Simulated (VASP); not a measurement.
La3LuO2:

```xyz
6
Lattice="3.7713 0.0000 0.0000 0.0000 3.7713 0.0000 0.0000 0.0000 8.2078" Properties=species:S:1:pos:R:3 pbc="T T T"
La    1.8856    0.0000    8.1939
La    0.0000    1.8856    8.1939
La    0.0000    0.0000    3.1129
Lu    1.8856    1.8856    5.1186
O     1.8856    1.8856    2.1879
O     0.0000    0.0000    6.0240
```

The cell was generated, and may not be a known phase.

* Program: VASP 6.6.1
* Task: relaxation of cell and atoms
* Functional: PBE
* Potentials or basis: VASP PAW PBE potentials, release 64 (La, Lu, O)
* Cutoff: 600 eV
* k mesh: 4 × 4 × 2
* Occupations: gaussian, width 0.1 eV
* Spin: no spin polarisation

At the start: pressure 10.8 GPa; volume 19.46 Å³/atom.

Task: How do energy, volume and symmetry change on relaxing?

Result: Over 37 steps the energy falls by 1127.5 meV/atom and the volume is 21.64 Å³/atom (+11.2 %); space group P4mm (No. 99, to 0.1 Å) before, P4/mmm (No. 123, to 0.1 Å).

Step by step:
| step | energy change (eV) | largest force (eV/Å) | pressure (GPa) | volume (Å³) |
| --- | --- | --- | --- | --- |
| 1 | 0.0000 | 1.3032 | 10.84 | 116.73 |
| 2 | -0.7490 | 0.6406 | -3.54 | 140.09 |
| 3 | -0.7923 | 0.5290 | -1.43 | 134.51 |
| 4 | -0.8994 | 0.6195 | -0.25 | 131.94 |
| 5 | -0.9989 | 1.3396 | 3.58 | 125.73 |
| 6 | -1.0378 | 1.4780 | 3.38 | 125.86 |
| 7 | -1.1500 | 1.8561 | 3.44 | 126.13 |
| 8 | -1.3688 | 2.6701 | 4.00 | 126.11 |
| 9 | -1.5864 | 3.7446 | 6.64 | 123.65 |
| 10 | -1.7182 | 3.5005 | 6.02 | 124.91 |
| 11 | -2.0948 | 2.2638 | 4.95 | 128.47 |
| 12 | -1.9013 | 9.3091 | 6.30 | 134.47 |
| 13 | -2.2114 | 3.8904 | 4.54 | 130.78 |
| 14 | -2.2162 | 4.9376 | 4.69 | 131.80 |
| 15 | -2.4862 | 5.0238 | 2.38 | 136.24 |
| 16 | -2.7097 | 5.2853 | -3.06 | 148.14 |
| 17 | -3.1878 | 2.8400 | -5.66 | 149.48 |
| 18 | -3.5431 | 2.1772 | -8.18 | 151.36 |
| 19 | -3.9141 | 2.4728 | -11.36 | 155.15 |
| 20 | -4.8816 | 2.1414 | -7.77 | 144.96 |
| 21 | -5.7648 | 2.0483 | 5.62 | 124.12 |
| 22 | -5.7728 | 2.0221 | 4.62 | 125.43 |
| 23 | -6.0770 | 1.7455 | 4.54 | 125.34 |
| 24 | -6.5587 | 0.9807 | 4.45 | 125.10 |
| 25 | -6.6099 | 0.8317 | 4.48 | 124.99 |
| 26 | -6.7115 | 0.3981 | -1.76 | 132.71 |
| 27 | -6.7174 | 0.4684 | -0.81 | 131.17 |
| 28 | -6.7173 | 0.4767 | -0.59 | 131.00 |
| 29 | -6.7363 | 0.3281 | -0.27 | 130.49 |
| 30 | -6.7537 | 0.1909 | 0.48 | 129.40 |
| 31 | -6.7613 | 0.1263 | -0.30 | 130.27 |
| 32 | -6.7614 | 0.1217 | -0.40 | 130.42 |
| 33 | -6.7638 | 0.0971 | 0.12 | 129.69 |
| 34 | -6.7638 | 0.0950 | 0.05 | 129.68 |
| 35 | -6.7645 | 0.0705 | 0.06 | 129.73 |
| 36 | -6.7651 | 0.0401 | -0.07 | 129.86 |
| 37 | -6.7651 | 0.0363 | -0.08 | 129.84 |

Final structure:
```cif
data_structure
_symmetry_space_group_name_H-M 'P 1'
_symmetry_Int_Tables_number 1
_cell_length_a 5.1812
_cell_length_b 5.1812
_cell_length_c 4.8368
_cell_angle_alpha 90.000
_cell_angle_beta 90.000
_cell_angle_gamma 90.000
_cell_volume 129.84
loop_
_atom_site_label
_atom_site_type_symbol
_atom_site_fract_x
_atom_site_fract_y
_atom_site_fract_z
_atom_site_occupancy
La1 La 0.50000 0.00000 0.00004 1
La2 La 0.00000 0.50000 0.00004 1
La3 La 0.00000 0.00000 0.49985 1
Lu1 Lu 0.50000 0.50000 0.50014 1
O1 O 0.50000 0.50000 0.99905 1
O2 O 0.00000 0.00000 0.00088 1
```

Caveat: the k points lie up to 0.65 Å⁻¹ apart in the final cell, too coarse for converged energies and pressures of a metal; a cell axis changed by over 15 % at a fixed basis, so the end point is rough.
